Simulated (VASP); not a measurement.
# Hg in VASP: notebook

The runs below take Hg through relaxation of cell and atoms, single point, with PBE.

Program: VASP 6.6.1. These are calculated values, not measurements. Logs are shortened: lines on timing, memory, paths and dates and some standing lists are left out, and cuts for length are marked.

## Step 1: The cell of the first run

It takes space group R-3m (No. 166, trigonal). Conventional cell: a = 4.354 Å, b = 4.354 Å, c = 12.112 Å, α = 90.00°, β = 90.00°, γ = 120.00°. Hg (site symmetry 3m) has 6 Hg at 2.91 to 3.59 Å within 3.8 Å.

## Step 2: Relaxation of cell and atoms, PBE

The input, INCAR:

```
SYSTEM = Hg
  PREC = Accurate
  ENCUT = 500
  EDIFF = 1E-7
  ISMEAR = 0
  SIGMA = 0.1
  LREAL = .FALSE.
  LASPH = .TRUE.
  NELM = 120
  ALGO = Normal
  ISIF = 3
  LWAVE = .FALSE.
  LCHARG = .FALSE.
  GGA = PE
  IBRION = 2
  NSW = 90
  EDIFFG = -0.04
  GGA_COMPAT = .FALSE.
  NELMIN = 4
```

The input, KPOINTS:

```
Automatic mesh
0
G
  6 6 6
  0 0 0
```

The input, POSCAR:

```
Hg
1.0
    2.1771848781      1.2569982754      4.0373283270
   -2.1771848781      1.2569982754      4.0373283270
    0.0000000000     -2.5139965509      4.0373283270
Hg
2
Direct
    0.2275400000      0.2275400000      0.2275400000
    0.7724600000      0.7724600000      0.7724600000
```

Potentials or basis: VASP PAW PBE potentials, release 64 (Hg_sv_GW).

Started as:

```sh
$ cat potpaw_PBE.64/Hg_sv_GW/POTCAR > POTCAR
$ mpirun -np 1 vasp_std > vasp.out
```

OUTCAR:

```text
SYSTEM = Hg
   PREC = Accurate
   ENCUT = 500
   EDIFF = 1E-7
   ISMEAR = 0
   LREAL = .FALSE.
   LASPH = .TRUE.
   NELM = 120
   ISIF = 3
   GGA = PE
   IBRION = 2
   NSW = 90
   EDIFFG = -0.04
   NELMIN = 4

 ion  position               nearest neighbor table
   1  0.228  0.228  0.228-   2 2.91   2 2.91   2 2.91
   2  0.772  0.772  0.772-   1 2.91   1 2.91   1 2.91

  LATTYP: Found a trigonal (rhomboedric) cell.
 ALAT       =     4.7560696670
 COS(alpha) =     0.5808936906

  Lattice vectors:

 A1 = (   2.1771848781,   1.2569982754,   4.0373283270)
 A2 = (  -2.1771848781,   1.2569982754,   4.0373283270)
 A3 = (   0.0000000000,  -2.5139965509,   4.0373283270)

Analysis of symmetry for initial positions (statically):
=====================================================================
 Subroutine PRICEL returns:
 Original cell was already a primitive cell.

 Routine SETGRP: Setting up the symmetry group for a
 trigonal (rhombohedral) supercell.

 Subroutine GETGRP returns: Found 12 space group operations
 (whereof 12 operations were pure point group operations)
 out of a pool of 12 trial point group operations.

The static configuration has the point symmetry D_3d.

Analysis of symmetry for dynamics (positions and initial velocities):
=====================================================================
 Subroutine PRICEL returns:
 Original cell was already a primitive cell.

 Routine SETGRP: Setting up the symmetry group for a
 trigonal (rhombohedral) supercell.

 Subroutine GETGRP returns: Found 12 space group operations
 (whereof 12 operations were pure point group operations)
 out of a pool of 12 trial point group operations.

The dynamic configuration has the point symmetry D_3d.

 Subroutine INISYM returns: Found 12 space group operations
 (whereof 12 operations are pure point group operations),
 and found     1 'primitive' translations

----------------------------------------------------------------------------------------

                                     Primitive cell

  volume of cell :      66.2942

  direct lattice vectors                    reciprocal lattice vectors
     2.177184878  1.256998275  4.037328327     0.229654360  0.132591007  0.082562850
    -2.177184878  1.256998275  4.037328327    -0.229654360  0.132591007  0.082562850
     0.000000000 -2.513996551  4.037328327     0.000000000 -0.265182013  0.082562850

  length of vectors
     4.756069667  4.756069667  4.756069667     0.277737510  0.277737510  0.277737510
[... 97 lines left out ...]
   EFERMI_NEDOS =   21; number of points for ismear=-14 and -15
   IALGO  =     38    algorithm
   IMIX   =      4    mixing-type and parameters
     AMIX     =   0.40;   BMIX     =  1.00
     AMIX_MAG =   1.60;   BMIX_MAG =  1.00
  volume/ion in A,a.u.               =      33.15       223.69
  Fermi-wavevector in a.u.,A,eV,Ry     =   1.383364  2.614178 26.037405  1.913695
  Thomas-Fermi vector in A             =   2.507969
   LORBIT       =      0    0 simple, 1 ext, 2 COOP (PROOUT), +10 PAW based schemes
   GGA     = PE    functional components
   LHFCALC =     F    Hartree Fock is set to
   AEXX    =    0.0000 exact exchange contribution
   IVDW    =     0    specifies the selected vdW correction
   LEPSILON=     F    determine dielectric tensor
   LRPA    =     F    only Hartree local field effects (RPA)
 conjugate gradient relaxation of ions
 non-spin polarized calculation
 Gauss-broadening in eV      SIGMA  =   0.10
  energy-cutoff  :      500.00
  volume of cell :       66.29
 maximum number of plane-waves:      1702
   NGX = 17   NGY = 17   NGZ = 17

--------------------------------------- Ionic step        1  -------------------------------------------

 number of electron      39.9999997 magnetization

 Free energy of the ion-electron system (eV)
  ---------------------------------------------------
  ext. energy  EPLUGINS =         0.00000000
  ---------------------------------------------------
  free energy    TOTEN  =        -0.16675615 eV

  energy without entropy =       -0.16461092  energy(sigma->0) =       -0.16568354

------------------------ aborting loop because EDIFF is reached ----------------------------------------

  FORCE on cell =-STRESS in cart. coord.  units (eV):
  Direction    XX          YY          ZZ          XY          YZ          ZX
  --------------------------------------------------------------------------------------
  -------------------------------------------------------------------------------------
  Total        0.4351252      0.4351252     -0.3960632     -0.0000000      0.0000000      0.0000000
  in kB       10.5159741     10.5159741     -9.5719355     -0.0000000      0.0000000      0.0000000
  external PRESSURE =       3.8200042 kB  Pullay stress =       0.0000000 kB
[... 89 lines left out ...]
  FREE ENERGIE OF THE ION-ELECTRON SYSTEM (eV)
  ---------------------------------------------------
  free  energy   TOTEN  =        -0.2595112896 eV

  energy  without entropy=       -0.2588939111  energy(sigma->0) =       -0.25920260

 E-fermi :   4.0036     XC(G=0):  -9.9992

 val. band max:        3.9356799620   @ k =   0.3333   0.1667   0.1667
 cond. band min:       4.1777075628   @ k =   0.5000   0.5000   0.1667
 fundamental gap:      0.2420276009
 Fermi energy:         4.0036200458

 k-point     1 :       0.0000    0.0000    0.0000
  band No.  band energies     occupation
      1    -110.7616      2.00000
      2    -110.7591      2.00000
      3     -59.1127      2.00000
      4     -59.1127      2.00000
      5     -59.1113      2.00000
      6     -59.0839      2.00000
[... 637 lines left out ...]
     23       8.9969      0.00000
     24      12.6551      0.00000

 [... further k-points ...]

[... ionic steps 4 to 12 ...]

--------------------------------------- Ionic step       13  -------------------------------------------

 number of electron      39.9999993 magnetization

------------------------ aborting loop because EDIFF is reached ----------------------------------------
[... 67 lines left out ...]
--------------------------------------- Ionic step       15  -------------------------------------------

 number of electron      39.9999997 magnetization

 Free energy of the ion-electron system (eV)
  ---------------------------------------------------
  ext. energy  EPLUGINS =         0.00000000
  ---------------------------------------------------
  free energy    TOTEN  =        -0.38333392 eV

  energy without entropy =       -0.38017152  energy(sigma->0) =       -0.38175272

 E-fermi :   4.1197     XC(G=0): -10.0717

 val. band max:        4.0700427214   @ k =  -0.3333   0.3333   0.0000
 cond. band min:       4.2681201184   @ k =  -0.1667   0.1667   0.0000
 fundamental gap:      0.1980773970
 Fermi energy:         4.1197331540

 k-point     1 :       0.0000    0.0000    0.0000
  band No.  band energies     occupation
      1    -110.6946      2.00000
      2    -110.6921      2.00000
      3     -59.0526      2.00000
      4     -59.0412      2.00000
      5     -59.0412      2.00000
      6     -59.0181      2.00000
[... 668 lines left out ...]
  FREE ENERGIE OF THE ION-ELECTRON SYSTEM (eV)
  ---------------------------------------------------
  free  energy   TOTEN  =        -0.3833339176 eV

  energy  without entropy=       -0.3801715199  energy(sigma->0) =       -0.38175272

 reached required accuracy - stopping structural energy minimisation
```

OSZICAR:

```text
N       E                     dE             d eps       ncg     rms          rms(c)
DAV:   1     0.805709833723E+03    0.80571E+03   -0.26525E+04  1808   0.202E+03
DAV:   2     0.101225963721E+03   -0.70448E+03   -0.68210E+03  1536   0.983E+02
DAV:   3     0.490934584202E+01   -0.96317E+02   -0.94959E+02  2176   0.274E+02
[... 169 lines left out ...]
DAV:   4    -0.383655970696E+00    0.40716E-02   -0.80841E-03  2368   0.127E+00    0.241E-01
DAV:   5    -0.383290798849E+00    0.36517E-03   -0.12899E-03  2472   0.575E-01    0.888E-02
DAV:   6    -0.383330366540E+00   -0.39568E-04   -0.21041E-04  2024   0.209E-01    0.284E-02
DAV:   7    -0.383333931955E+00   -0.35654E-05   -0.10208E-05  2416   0.544E-02    0.818E-03
DAV:   8    -0.383333917604E+00    0.14352E-07   -0.36945E-07  1488   0.129E-02
  15 F= -.38333392E+00 E0= -.38175272E+00  d E =-.227009E-02
```

CONTCAR:

```text
Hg
   1.00000000000000
     2.0923824092555972    1.2080375471892635    3.8024291665976304
    -2.0923824092555972    1.2080375471892635    3.8024291665976304
    -0.0000000000000001   -2.4160750944700844    3.8024291665958794
  Hg
     2
Direct
     0.2494198267908543    0.2494198267908543    0.2494198267908336
     0.7505801732091458    0.7505801732091458    0.7505801732091664

  0.00000000E+00  0.00000000E+00  0.00000000E+00
  0.00000000E+00  0.00000000E+00  0.00000000E+00
```

Wall time 6.3 min (1 thread of Intel Xeon 6975P-C (Granite Rapids), shared host); peak memory 0.23 GiB.

What came out:

```
Free energy                           : -0.3833 eV
Relaxed volume                        : 28.83 Å³/atom
Relaxed cell                          : a = 4.505 Å, b = 4.505 Å, c = 4.505 Å, α = 55.35°, β = 55.35°, γ = 55.35°
Space group after relaxing (to 0.1 Å) : R-3m (No. 166)
Energy gained by relaxing             : 108.3 meV/atom
Ionic steps                           : 15
Pressure after relaxing               : -0.1 GPa
Largest force after relaxing          : 0.028 eV/Å
Band gap on the k mesh                : zero (bands 20 and 21 overlap by 4.17 eV)
```

Forces in eV/Å, atoms in the order of the input:
```
Hg   0.000  0.000  0.028
Hg   0.000  0.000 -0.028
```

Step by step:
| step | energy change (eV) | largest force (eV/Å) | pressure (GPa) | volume (Å³) |
| --- | --- | --- | --- | --- |
| 1 | 0.0000 | 0.6126 | 0.38 | 66.29 |
| 2 | -0.0413 | 0.4845 | -0.32 | 67.05 |
| 3 | -0.0928 | 0.2889 | -1.32 | 68.76 |
| 4 | -0.1007 | 0.2101 | -1.69 | 69.54 |
| 5 | -0.1406 | 0.1877 | -1.27 | 66.52 |
| 6 | -0.2053 | 0.0365 | -0.02 | 57.95 |
| 7 | -0.2055 | 0.0046 | -0.32 | 58.89 |
| 8 | -0.2058 | 0.0103 | -0.19 | 58.50 |
| 9 | -0.2077 | 0.0034 | -0.07 | 58.28 |
| 10 | -0.2107 | 0.0553 | 0.24 | 57.58 |
| 11 | -0.2109 | 0.0770 | 0.32 | 57.34 |
| 12 | -0.2125 | 0.0766 | 0.16 | 57.61 |
| 13 | -0.2143 | 0.0789 | -0.21 | 58.24 |
| 14 | -0.2156 | 0.0579 | -0.16 | 58.00 |
| 15 | -0.2166 | 0.0277 | -0.06 | 57.67 |

Final structure:
```xyz
2
Lattice="2.0924 1.2080 3.8024 -2.0924 1.2080 3.8024 0.0000 -2.4161 3.8024" Properties=species:S:1:pos:R:3 pbc="T T T"
Hg    0.0000    0.0000    2.8452
Hg    0.0000    0.0000    8.5621
```

Caveat: spin-orbit coupling is left out, which moves the levels of the heavy elements.

## Step 3: Single point, PBE

This run uses another cell than the first one: it holds 12 atoms, not 2.

The input, INCAR:

```
  PREC = Accurate
  ENCUT = 520
  EDIFF = 1E-6
  ISMEAR = 0
  SIGMA = 0.1
  LREAL = False
  LASPH = True
  NELM = 80
  ALGO = Fast
  ISIF = 2
  LWAVE = False
  LCHARG = False
  GGA = PE
  NBANDS = 84
```

The input, KPOINTS:

```
Automatic mesh
0
Gamma
  3 3 3
```

The input, POSCAR:

```
Hg
1.0
    4.0928483108      2.3630070740      6.9799523578
   -4.0928483108      2.3630070740      6.9799523578
    0.0000000000     -4.7260141479      6.9799523578
Hg
12
Direct
    0.0101900000      0.6536100000      0.0101900000
    0.0101900000      0.0101900000      0.6536100000
    0.6536100000      0.0101900000      0.0101900000
    0.9898100000      0.3463900000      0.9898100000
    0.3463900000      0.9898100000      0.9898100000
    0.9898100000      0.9898100000      0.3463900000
    0.2211800000      0.6306000000      0.2211800000
    0.2211800000      0.2211800000      0.6306000000
    0.6306000000      0.2211800000      0.2211800000
    0.7788200000      0.3694000000      0.7788200000
    0.3694000000      0.7788200000      0.7788200000
    0.7788200000      0.7788200000      0.3694000000
```

Potentials or basis: VASP PAW PBE potentials, release 64 (Hg).

Started as:

```sh
$ cat potpaw_PBE.64/Hg/POTCAR > POTCAR
$ mpirun -np 1 vasp_std > vasp.out
```

It took 2.3 min on 1 thread of Intel Xeon 6975P-C (Granite Rapids), shared host; peak memory 0.6 GiB.

Results (log left out):

- Free energy: -0.0738 eV
- Pressure: 3.7 GPa
- Largest force: 1.025 eV/Å
- Band gap on the k mesh: zero (bands 72 and 73 overlap by 0.62 eV)

Forces on the atoms (eV/Å):
```
Hg   0.397 -0.229 -0.264
Hg   0.000  0.458 -0.264
Hg  -0.397 -0.229 -0.264
Hg  -0.397  0.229  0.264
Hg   0.397  0.229  0.264
Hg   0.000 -0.458  0.264
Hg   0.875 -0.505  0.176
Hg   0.000  1.010  0.176
Hg  -0.875 -0.505  0.176
Hg  -0.875  0.505 -0.176
Hg   0.875  0.505 -0.176
Hg   0.000 -1.010 -0.176
```

Stress tensor (GPa, compression positive):
```
3.12 0.00 0.00
0.00 3.12 0.00
0.00 0.00 4.85
```

Levels at points of the mesh, in eV from the Fermi level:
```
           k point  band 69  band 70  band 71  band 72  band 73  band 74  band 75  band 76
(0.00, 0.00, 0.00)    -2.83    -2.67    -1.43    -0.26     0.35     0.35     1.29     1.29
```

Caveat: the cell stands under pressure; spin-orbit coupling is left out, which moves the levels of the heavy elements; forces of over 1 eV/Å act on the atoms, so gaps and moduli don't describe the material at rest.

## Step 4: Single point, PBE

This run uses another cell than the first one: it holds 12 atoms, not 2.

The input, INCAR:

```
  PREC = Accurate
  ENCUT = 520
  EDIFF = 1E-7
  ISMEAR = 0
  SIGMA = 0.1
  LREAL = False
  LASPH = True
  NELM = 60
  ALGO = Fast
  ISIF = 2
  LWAVE = False
  LCHARG = True
  GGA = PE
  LELF = True
  LVHAR = True
  NBANDS = 84
```

KPOINTS is that of step 3.

The input, POSCAR:

```
Hg
1.0
    4.4586623100      2.5742098849      7.6522828142
   -4.4586623100      2.5742098849      7.6522828142
    0.0000000000     -5.1484197698      7.6522828142
Hg
12
Direct
    0.0260529024      0.6399919493      0.0260529024
    0.0260529024      0.0260529024      0.6399919493
    0.6399919493      0.0260529024      0.0260529024
    0.9739470976      0.3600080507      0.9739470976
    0.3600080507      0.9739470976      0.9739470976
    0.9739470976      0.9739470976      0.3600080507
    0.2430219016      0.6051743161      0.2430219016
    0.2430219016      0.2430219016      0.6051743161
    0.6051743161      0.2430219016      0.2430219016
    0.7569780984      0.3948256839      0.7569780984
    0.3948256839      0.7569780984      0.7569780984
    0.7569780984      0.7569780984      0.3948256839
```

Started as:

```sh
$ cat potpaw_PBE.64/Hg/POTCAR > POTCAR
$ mpirun -np 1 vasp_std > vasp.out
```

Run time: 3.8 min. Hardware: 1 thread of Intel Xeon 6975P-C (Granite Rapids), shared host; peak memory 0.73 GiB.

Results (log left out):

```yaml
Free_energy: -1.6368 eV
Pressure: 0.1 GPa
Largest_force: 0.012 eV/Å
Band_gap_on_the_k_mesh: zero (bands 72 and 73 overlap by 0.10 eV)
```

Forces on the atoms (eV/Å):
```
Hg   0.003 -0.002  0.010
Hg   0.000  0.003  0.010
Hg  -0.003 -0.002  0.010
Hg  -0.003  0.002 -0.010
Hg   0.003  0.002 -0.010
Hg   0.000 -0.003 -0.010
Hg  -0.011  0.006  0.002
Hg   0.000 -0.012  0.002
Hg   0.011  0.006  0.002
Hg   0.011 -0.006 -0.002
Hg  -0.011 -0.006 -0.002
Hg   0.000  0.012 -0.002
```

Levels at points of the mesh, in eV from the Fermi level:
| k point | band 70 | band 71 | band 72 | band 73 | band 74 | band 75 |
| --- | --- | --- | --- | --- | --- | --- |
| (0.00, 0.00, 0.00) | -2.34 | -0.19 | -0.19 | -0.17 | 0.79 | 1.61 |

Caveat: spin-orbit coupling is left out, which moves the levels of the heavy elements.

## Step 5: Single point, PBE

This run uses another cell than the first one: it holds 3 atoms, not 2.

The input, INCAR:

```
PREC = Accurate
ENCUT = 500
EDIFF = 1E-6
ISMEAR = 0
SIGMA = 0.02
LREAL = False
LASPH = True
NELM = 120
ALGO = Normal
ISIF = 2
LWAVE = False
LCHARG = False
GGA = PE
NBANDS = 25
GGA_COMPAT = False
```

The input, KPOINTS:

```
Automatic mesh
0
Gamma
  12 12 4
```

The input, POSCAR:

```
Hg
1.0
    3.1081361630     -1.7959868800     -0.0035328889
    3.1081361630      1.7959868800     -0.0035328889
   -2.0879283167      0.0000000000      8.4025471821
Hg
3
Direct
    0.7782525822      0.7782525822      0.3361753265
    0.2217474178      0.2217474178      0.6638246735
    0.0000000000      0.0000000000      0.0000000000
```

Started as:

```sh
$ cat potpaw_PBE.64/Hg/POTCAR > POTCAR
$ mpirun -np 1 vasp_std > vasp.out
```

It took 4 min on 1 thread of AMD EPYC 7R13 (Zen 3), shared host; peak memory 0.37 GiB.

The run converged. Its results:

```yaml
Free_energy: -0.5591 eV
Pressure: 0.1 GPa
Band_gap_on_the_k_mesh: 0.30 eV (least direct gap 1.17 eV)
```

Levels at points of the mesh, in eV from the valence-band top:
| k point | band 14 | band 15 | band 16 | band 17 | band 18 | band 19 | band 20 | band 21 | band 22 | band 23 |
| --- | --- | --- | --- | --- | --- | --- | --- | --- | --- | --- |
| (0.00, 0.00, 0.00) | -5.10 | -5.07 | -5.06 | -3.73 | -3.64 | 4.08 | 4.16 | 10.87 | 10.88 | 10.90 |
| (0.50, 0.00, 0.00) | -4.97 | -4.94 | -1.96 | -1.37 | -0.57 | 0.61 | 2.09 | 2.29 | 6.54 | 7.27 |
| (0.50, 0.50, 0.00) | -4.94 | -4.92 | -1.77 | -1.50 | -0.75 | 0.42 | 2.40 | 2.97 | 5.26 | 6.48 |
| (0.00, 0.00, 0.50) | -5.24 | -5.23 | -4.99 | -4.99 | -1.03 | 0.30 | 9.37 | 9.57 | 10.40 | 10.43 |
| (0.50, 0.00, 0.50) | -4.94 | -4.92 | -1.78 | -1.50 | -0.75 | 0.42 | 2.38 | 2.93 | 5.31 | 6.50 |
| (0.50, 0.50, 0.50) | -4.97 | -4.94 | -1.96 | -1.36 | -0.55 | 0.62 | 2.08 | 2.28 | 6.58 | 7.26 |

Caveat: spin-orbit coupling is left out, which moves the levels of the heavy elements.

## Step 6: The runs side by side

```csv
task,potentials or basis,cell,k mesh,cutoff (eV),smearing,gap on the mesh (eV),pressure (GPa),largest force (eV/Å)
relaxation of cell and atoms,"VASP PAW PBE potentials, release 64 (Hg_sv_GW)","relaxed from a = 4.756 Å, angles 54.5°, 2 atoms, atomic positions A",6 × 6 × 6,500,gaussian 0.1 eV,none,-0.1,0.03
single point,"VASP PAW PBE potentials, release 64 (Hg)","a = 8.429 Å, angles 58.1°, 12 atoms, atomic positions B",3 × 3 × 3,520,gaussian 0.1 eV,none,3.7,1.03
single point,"VASP PAW PBE potentials, release 64 (Hg)","a = 9.223 Å, angles 57.8°, 12 atoms, atomic positions C",3 × 3 × 3,520,gaussian 0.1 eV,none,0.1,0.01
single point,"VASP PAW PBE potentials, release 64 (Hg)","a = 3.590, b = 3.590, c = 8.658 Å, angles 102.1, 102.1, 60.0°, 3 atoms, atomic positions D",12 × 12 × 4,500,gaussian 0.02 eV,0.30,0.1,-
```

Alike in all rows: level PBE; no spin polarisation.

Caveats: spin-orbit coupling is left out, which moves the levels of the heavy elements; the cell stands under pressure (at least some runs); forces of over 1 eV/Å act on the atoms, so gaps and moduli don't describe the material at rest (at least some runs).

Total energies depend on the potentials used, so only differences within one code and one set of settings carry meaning.
